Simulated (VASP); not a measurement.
# HfGa2Te3 (P6/mmm) in VASP: notebook

Runs on HfGa2Te3. Level: PBE. Tasks: single point, relaxation of cell and atoms.

Everything below comes from runs of VASP 6.6.1. Logs are shortened: lines on timing, memory, paths and dates and some standing lists are left out, and cuts for length are marked.

**1. The cell of the first run**

It takes space group P6/mmm (No. 191, hexagonal). The conventional cell has a = 7.445 Å, b = 7.445 Å, c = 3.649 Å, α = 90.00°, β = 90.00°, γ = 120.00°. Hf (site symmetry 6/mmm) has 2 Hf at 3.65 Å and 12 Te at 4.15 Å and 6 Ga at 4.30 Å within 4.8 Å. Within 3.7 Å of Ga (site symmetry -6m2) lie 6 Te at 2.82 Å and 2 Ga at 3.65 Å. Te (site symmetry mmm) has 4 Ga at 2.82 Å and 6 Te at 3.65 to 3.72 Å within 3.8 Å.

The cell was generated, and may not be a known phase.

**2. Single point, PBE**

The input, INCAR:

```
PREC = Accurate
ENCUT = 520
EDIFF = 1E-6
ISMEAR = 0
SIGMA = 0.1
LREAL = False
LASPH = True
NELM = 60
ALGO = Normal
ISIF = 2
LWAVE = False
LCHARG = False
GGA = PE
NBANDS = 36
```

The input, KPOINTS:

```
regular mesh
0
Gamma
  6 6 10
```

The input, POSCAR:

```
HfGa2Te3
1.0
    7.4452105268      0.0000000000      0.0000000000
   -3.7226052634      6.4477414528      0.0000000000
    0.0000000000      0.0000000000      3.6492797883
Hf Ga Te
1 2 3
Direct
    0.0000000000      0.0000000000      0.5000000000
    0.6666666667      0.3333333333      0.5000000000
    0.3333333333      0.6666666667      0.5000000000
    0.0000000000      0.5000000000      0.0000000000
    0.5000000000      0.5000000000      0.0000000000
    0.5000000000      0.0000000000      0.0000000000
```

Potentials or basis: VASP PAW PBE potentials, release 64 (Hf_pv, Ga_d, Te).

The run is started by

```
$ cat potpaw_PBE.64/Hf_pv/POTCAR potpaw_PBE.64/Ga_d/POTCAR potpaw_PBE.64/Te/POTCAR > POTCAR
$ mpirun -np 1 vasp_std > vasp.out
```

OUTCAR:

```text
PREC = Accurate
   ENCUT = 520
   EDIFF = 1E-6
   ISMEAR = 0
   LREAL = False
   LASPH = True
   NELM = 60
   ISIF = 2
   GGA = PE

 ion  position               nearest neighbor table
   1  0.000  0.000  0.500-
   2  0.667  0.333  0.500-   4 2.82   4 2.82   6 2.82   6 2.82   5 2.82   5 2.82
   3  0.333  0.667  0.500-   4 2.82   4 2.82   6 2.82   6 2.82   5 2.82   5 2.82
   4  0.000  0.500  0.000-   2 2.82   3 2.82   2 2.82   3 2.82
   5  0.500  0.500  0.000-   2 2.82   3 2.82   2 2.82   3 2.82
   6  0.500  0.000  0.000-   2 2.82   3 2.82   2 2.82   3 2.82

  LATTYP: Found a hexagonal cell.
 ALAT       =     7.4452105268
 C/A-ratio  =     0.4901513228

  Lattice vectors:

 A1 = (   7.4452105268,   0.0000000000,   0.0000000000)
 A2 = (  -3.7226052634,   6.4477414528,   0.0000000000)
 A3 = (   0.0000000000,   0.0000000000,   3.6492797883)

Analysis of symmetry for initial positions (statically):
=====================================================================
 Subroutine PRICEL returns:
 Original cell was already a primitive cell.

 Routine SETGRP: Setting up the symmetry group for a
 hexagonal supercell.

 Subroutine GETGRP returns: Found 24 space group operations
 (whereof 24 operations were pure point group operations)
 out of a pool of 24 trial point group operations.

The static configuration has the point symmetry D_6h.

Analysis of symmetry for dynamics (positions and initial velocities):
=====================================================================
 Subroutine PRICEL returns:
 Original cell was already a primitive cell.

 Routine SETGRP: Setting up the symmetry group for a
 hexagonal supercell.

 Subroutine GETGRP returns: Found 24 space group operations
 (whereof 24 operations were pure point group operations)
 out of a pool of 24 trial point group operations.

The dynamic configuration has the point symmetry D_6h.

 Subroutine INISYM returns: Found 24 space group operations
 (whereof 24 operations are pure point group operations),
 and found     1 'primitive' translations

----------------------------------------------------------------------------------------

                                     Primitive cell

  volume of cell :     175.1829

  direct lattice vectors                    reciprocal lattice vectors
     7.445210527  0.000000000  0.000000000     0.134314536  0.077546534  0.000000000
    -3.722605263  6.447741453  0.000000000     0.000000000  0.155093067  0.000000000
     0.000000000  0.000000000  3.649279788     0.000000000  0.000000000  0.274026673

  length of vectors
     7.445210527  7.445210527  3.649279788     0.155093067  0.155093067  0.274026673

  position of ions in fractional coordinates (direct lattice)
     0.000000000  0.000000000  0.500000000
     0.666666667  0.333333333  0.500000000
     0.333333333  0.666666667  0.500000000
     1.000000000  0.500000000  0.000000000
     0.500000000  0.500000000  0.000000000
     0.500000000  0.000000000  0.000000000

  ion indices of the primitive-cell ions
   primitive index   ion index
                 1           1
                 2           2
                 3           3
                 4           4
                 5           5
                 6           6

----------------------------------------------------------------------------------------

 KPOINTS: regular mesh

Automatic generation of k-mesh.
 Grid dimensions read from file:
 generate k-points for:    6    6   10

 Generating k-lattice:

  Cartesian coordinates                     Fractional coordinates (reciprocal lattice)
     0.022385756  0.012924422  0.000000000     0.166666667 -0.000000000  0.000000000
     0.000000000  0.025848845  0.000000000     0.000000000  0.166666667  0.000000000
     0.000000000  0.000000000  0.027402667     0.000000000  0.000000000  0.100000000

  Length of vectors
     0.025848845  0.025848845  0.027402667

  Shift w.r.t. Gamma in fractional coordinates (k-lattice)
     0.000000000  0.000000000  0.000000000

 Subroutine IBZKPT returns following result:
 ===========================================

 Found     42 irreducible k-points:

 Following reciprocal coordinates:
            Coordinates               Weight
  0.000000  0.000000  0.000000      1.000000
  0.166667  0.000000  0.000000      6.000000
  0.333333  0.000000  0.000000      6.000000
  0.500000  0.000000  0.000000      3.000000
  0.166667  0.166667  0.000000      6.000000
  0.333333  0.166667  0.000000     12.000000
[... 16 lines left out ...]
  0.166667  0.000000  0.300000     12.000000
  0.333333  0.000000  0.300000     12.000000
 [... further k-points ...]
   k-points           NKPTS =     42   k-points in BZ     NKDIM =     42   number of bands    NBANDS=     36
   number of dos      NEDOS =    301   number of ions     NIONS =      6
   total plane-waves  NPLWV =  87808
   dimension x,y,z NGX =    56 NGY =   56 NGZ =   28
   dimension x,y,z NGXF=   112 NGYF=  112 NGZF=   56
   ions per type =               1   2   3
   NGX,Y,Z   is equivalent  to a cutoff of  12.50, 12.50, 12.76 a.u.
   NGXF,Y,Z  is equivalent  to a cutoff of  25.01, 25.01, 25.51 a.u.
 SYSTEM =  unknown system
   PREC   = accura    normal or accurate (medium, high low for compatibility)
   ISTART =      0    job   : 0-new  1-cont  2-samecut
   ICHARG =      2    charge: 1-file 2-atom 10-const
   ISPIN  =      1    spin polarized calculation?
   LNONCOLLINEAR =      F non collinear calculations
   LSORBIT =      F    spin-orbit coupling
   LASPH  =      T    aspherical Exc in radial PAW
   ENCUT  =  520.0 eV  38.22 Ry    6.18 a.u.  13.84 13.84  6.79*2*pi/ulx,y,z
   NELM   =     60;   NELMIN=  2; NELMDL= -5     # of ELM steps
   EDIFF  = 0.1E-05   stopping-criterion for ELM
   LREAL  =      F    real-space projection
   EDIFFG = 0.1E-04   stopping-criterion for IOM
   NSW    =      0    number of steps for IOM
   IBRION =     -1    ionic relax: 0-MD 1-quasi-New 2-CG
   NFREE  =      0    steps in history (QN), initial steepest desc. (CG)
   ISIF   =      2    stress and relaxation
   ISYM   =      2    0-nonsym 1-usesym 2-fastsym
   POTIM  = 0.5000    time-step for ionic-motion
   TEBEG  =    0.0;   TEEND  =   0.0 temperature during run
   PSTRESS=    0.0 pullay stress
   NELECT =      54.0000    total number of electrons
   NUPDOWN=      -1.0000    fix difference up-down
   EMIN   =  10.00;   EMAX   =-10.00  energy-range for DOS
   EFERMI =   0.00;   METHOD = LEGACY
   ISMEAR =     0;   SIGMA  =   0.10  broadening in eV -4-tet -1-fermi 0-gaus
   EFERMI_NEDOS =   21; number of points for ismear=-14 and -15
   IALGO  =     38    algorithm
   IMIX   =      4    mixing-type and parameters
     AMIX     =   0.40;   BMIX     =  1.00
     AMIX_MAG =   1.60;   BMIX_MAG =  1.00
  volume/ion in A,a.u.               =      29.20       197.03
  Fermi-wavevector in a.u.,A,eV,Ry     =   1.105882  2.089814 16.639588  1.222975
  Thomas-Fermi vector in A             =   2.242375
   LORBIT       =      0    0 simple, 1 ext, 2 COOP (PROOUT), +10 PAW based schemes
   GGA     = PE    functional components
   LHFCALC =     F    Hartree Fock is set to
   AEXX    =    0.0000 exact exchange contribution
   IVDW    =     0    specifies the selected vdW correction
   LEPSILON=     F    determine dielectric tensor
   LRPA    =     F    only Hartree local field effects (RPA)
 non-spin polarized calculation
 Gauss-broadening in eV      SIGMA  =   0.10
  energy-cutoff  :      520.00
  volume of cell :      175.18
 maximum number of plane-waves:      4749
 NGX is ok and might be reduce to    56
   NGX = 27   NGY = 27   NGZ = 13

 number of electron      53.9999999 magnetization

 Free energy of the ion-electron system (eV)
  ---------------------------------------------------
  ext. energy  EPLUGINS =         0.00000000
  ---------------------------------------------------
  free energy    TOTEN  =       -21.65366757 eV

  energy without entropy =      -21.61882796  energy(sigma->0) =      -21.63624776

 E-fermi :   5.3238     XC(G=0):  -9.5434

 val. band max:        5.3235373163   @ k =   0.1667   0.1667   0.5000
 cond. band min:       5.3294619014   @ k =   0.1667   0.1667   0.2000
 fundamental gap:      0.0059245851
 Fermi energy:         5.3238404715

 k-point     1 :       0.0000    0.0000    0.0000
  band No.  band energies     occupation
      1     -27.8831      2.00000
      2     -27.8831      2.00000
      3     -27.4587      2.00000
      4      -9.7443      2.00000
      5      -9.7443      2.00000
      6      -9.7395      2.00000
[... 28 lines left out ...]
     35       8.2759      0.00000
     36       8.3116      0.00000

 k-point     2 :       0.1667    0.0000    0.0000
  band No.  band energies     occupation
      1     -27.8831      2.00000
      2     -27.8831      2.00000
      3     -27.4587      2.00000
      4      -9.7450      2.00000
      5      -9.7436      2.00000
      6      -9.7393      2.00000
[... 28 lines left out ...]
     35       8.5184      0.00000
     36       8.9202      0.00000

 k-point     3 :       0.3333    0.0000    0.0000
  band No.  band energies     occupation
      1     -27.8831      2.00000
      2     -27.8831      2.00000
      3     -27.4587      2.00000
      4      -9.7464      2.00000
      5      -9.7420      2.00000
      6      -9.7388      2.00000
[... 28 lines left out ...]
     35       8.8761      0.00000
     36       9.2223      0.00000
[... 742 lines left out ...]
 k-point    23 :       0.1667    0.0000    0.3000
  band No.  band energies     occupation
      1     -27.8786      2.00000
      2     -27.8786      2.00000
      3     -27.5119      2.00000
      4      -9.7851      2.00000
      5      -9.7826      2.00000
      6      -9.7423      2.00000
[... 28 lines left out ...]
     35       7.5494      0.00000
     36       9.1572      0.00000

 k-point    24 :       0.3333    0.0000    0.3000
  band No.  band energies     occupation
      1     -27.8786      2.00000
      2     -27.8786      2.00000
      3     -27.5119      2.00000
      4      -9.7855      2.00000
      5      -9.7768      2.00000
      6      -9.7499      2.00000
[... 28 lines left out ...]
     35       7.9982      0.00000
     36       8.8011      0.00000

 [... further k-points ...]

------------------------ aborting loop because EDIFF is reached ----------------------------------------

  FORCE on cell =-STRESS in cart. coord.  units (eV):
  Direction    XX          YY          ZZ          XY          YZ          ZX
  --------------------------------------------------------------------------------------
  -------------------------------------------------------------------------------------
  Total        0.0435943      0.0435943      0.0125569      0.0000000      0.0000000      0.0000000
  in kB        0.3987024      0.3987024      0.1148426      0.0000000      0.0000000      0.0000000
  external PRESSURE =       0.3040824 kB  Pullay stress =       0.0000000 kB

 VOLUME and BASIS-vectors are now :
 -----------------------------------------------------------------------------
  energy-cutoff  :      520.00
  volume of cell :      175.18
      direct lattice vectors                 reciprocal lattice vectors
     7.445210527  0.000000000  0.000000000     0.134314536  0.077546534  0.000000000
    -3.722605263  6.447741453  0.000000000     0.000000000  0.155093067  0.000000000
     0.000000000  0.000000000  3.649279788     0.000000000  0.000000000  0.274026673

 POSITION                                       TOTAL-FORCE (eV/Angst)
 -----------------------------------------------------------------------------------
      0.00000      0.00000      1.82464        -0.000000      0.000000      0.000000
      3.72261      2.14925      1.82464        -0.000000     -0.000000      0.000000
     -0.00000      4.29849      1.82464         0.000000      0.000000     -0.000000
     -1.86130      3.22387      0.00000         0.000000      0.000000      0.000000
      1.86130      3.22387      0.00000        -0.000000      0.000000      0.000000
      3.72261      0.00000      0.00000         0.000000      0.000000      0.000000
 -----------------------------------------------------------------------------------
    total drift:                                0.000000     -0.000000      0.000000

  FREE ENERGIE OF THE ION-ELECTRON SYSTEM (eV)
  ---------------------------------------------------
  free  energy   TOTEN  =       -21.6536675690 eV

  energy  without entropy=      -21.6188279585  energy(sigma->0) =      -21.63624776
```

Wall time 3.5 min (1 thread of Intel Xeon 6975P-C (Granite Rapids), shared host); peak memory 0.44 GiB.

What came out:

- Free energy: -21.6537 eV
- Pressure: 0.0 GPa
- Band gap on the k mesh: zero (bands 27 and 28 overlap by 1.32 eV)

Levels at points of the mesh, in eV from the Fermi level:
| k point | band 25 | band 26 | band 27 | band 28 | band 29 | band 30 |
| --- | --- | --- | --- | --- | --- | --- |
| (0.00, 0.00, 0.00) | -0.69 | -0.26 | 0.02 | 0.02 | 0.27 | 0.27 |
| (0.50, 0.00, 0.00) | -0.70 | -0.13 | -0.01 | 0.21 | 0.88 | 1.10 |
| (0.00, 0.00, 0.50) | -0.25 | -0.25 | 0.17 | 0.21 | 0.21 | 0.59 |
| (0.50, 0.00, 0.50) | -1.66 | -1.09 | -0.60 | -0.37 | -0.09 | 0.17 |

Caveat: spin-orbit coupling is left out, which moves the levels of the heavy elements.

**3. Relaxation of cell and atoms, PBE**

This run uses another cell than the first one, of 27.96 Å³/atom.

The input, INCAR:

```
SYSTEM = HfGa2Te3
ALGO = Normal
EDIFF = 1E-6
EDIFFG = -0.01
ENCUT = 600
GGA = PE
IBRION = 2
ISIF = 3
ISMEAR = 0
LASPH = .True.
LCHARG = .False.
LREAL = .False.
LWAVE = .False.
NELM = 60
NSW = 100
PREC = Accurate
SIGMA = 0.1
```

The input, KPOINTS:

```
k-points
0
Gamma
  6 6 10
  0 0 0
```

POSCAR: that of step 2 with these lines changed.

```diff
@@ -2,5 +2,5 @@
 1.0
-    7.4452105268      0.0000000000      0.0000000000
-   -3.7226052634      6.4477414528      0.0000000000
-    0.0000000000      0.0000000000      3.6492797883
+    6.8746378209      0.0000000000      0.0000000000
+   -3.4373189104      5.9536109947      0.0000000000
+    0.0000000000      0.0000000000      4.0989045807
 Hf Ga Te
```

Potentials or basis: VASP PAW PBE potentials, release 64 (Hf_pv, Ga_d, Te).

The run is started by

```
$ cat potpaw_PBE.64/Hf_pv/POTCAR potpaw_PBE.64/Ga_d/POTCAR potpaw_PBE.64/Te/POTCAR > POTCAR
$ mpirun -np 1 vasp_std > vasp.out
```

Wall time 18 min (1 thread of Intel Xeon 6975P-C (Granite Rapids), shared host); peak memory 0.54 GiB.

Results (log left out):

```yaml
Free_energy: -21.6529 eV
Relaxed_volume: 29.22 Å³/atom
Relaxed_cell: a = 7.449 Å, b = 7.449 Å, c = 3.649 Å, α = 90.00°, β = 90.00°, γ = 120.00°
Space_group_after_relaxing_to_0.1_Å: P6/mmm (No. 191)
Energy_gained_by_relaxing: 101.6 meV/atom
Ionic_steps: 9
Pressure_after_relaxing: 0.0 GPa
Band_gap_on_the_k_mesh: zero (bands 27 and 28 overlap by 1.32 eV)
```

Step by step:
| step | energy change (eV) | largest force (eV/Å) | pressure (GPa) | volume (Å³) |
| --- | --- | --- | --- | --- |
| 1 | 0.0000 | 0.0000 | 0.52 | 167.76 |
| 2 | -0.1903 | 0.0000 | 0.11 | 169.89 |
| 3 | -0.5016 | 0.0000 | -0.18 | 173.12 |
| 4 | -0.4363 | 0.0000 | 0.76 | 177.65 |
| 5 | -0.6032 | 0.0000 | -0.15 | 175.31 |
| 6 | -0.6088 | 0.0000 | -0.08 | 175.90 |
| 7 | -0.6092 | 0.0000 | -0.08 | 175.76 |
| 8 | -0.6093 | 0.0000 | 0.11 | 175.13 |
| 9 | -0.6094 | 0.0000 | -0.01 | 175.32 |

Final structure:
```yaml
crystal:
  lattice:
    - [7.44895, 0.00000, 0.00000]
    - [-3.72447, 6.45098, 0.00000]
    - [0.00000, 0.00000, 3.64851]
  atoms:
    - { symbol: Hf, position: [0.00000, 0.00000, 0.50000] }
    - { symbol: Ga, position: [0.66667, 0.33333, 0.50000] }
    - { symbol: Ga, position: [0.33333, 0.66667, 0.50000] }
    - { symbol: Te, position: [0.00000, 0.50000, 0.00000] }
    - { symbol: Te, position: [0.50000, 0.50000, 0.00000] }
    - { symbol: Te, position: [0.50000, 0.00000, 0.00000] }
```

Levels at points of the mesh, in eV from the Fermi level:
| k point | band 23 | band 24 | band 25 | band 26 | band 27 | band 28 | band 29 | band 30 | band 31 | band 32 |
| --- | --- | --- | --- | --- | --- | --- | --- | --- | --- | --- |
| (0.00, 0.00, 0.00) | -1.31 | -1.31 | -0.69 | -0.26 | 0.02 | 0.02 | 0.28 | 0.28 | 1.34 | 1.34 |
| (0.50, 0.00, 0.00) | -1.31 | -1.27 | -0.69 | -0.13 | -0.01 | 0.22 | 0.88 | 1.10 | 1.43 | 1.63 |
| (0.00, 0.00, 0.50) | -3.12 | -0.49 | -0.25 | -0.25 | 0.17 | 0.21 | 0.21 | 0.59 | 0.59 | 0.70 |
| (0.50, 0.00, 0.50) | -2.38 | -2.12 | -1.65 | -1.10 | -0.60 | -0.37 | -0.09 | 0.16 | 0.47 | 0.61 |

Caveat: spin-orbit coupling is left out, which moves the levels of the heavy elements.
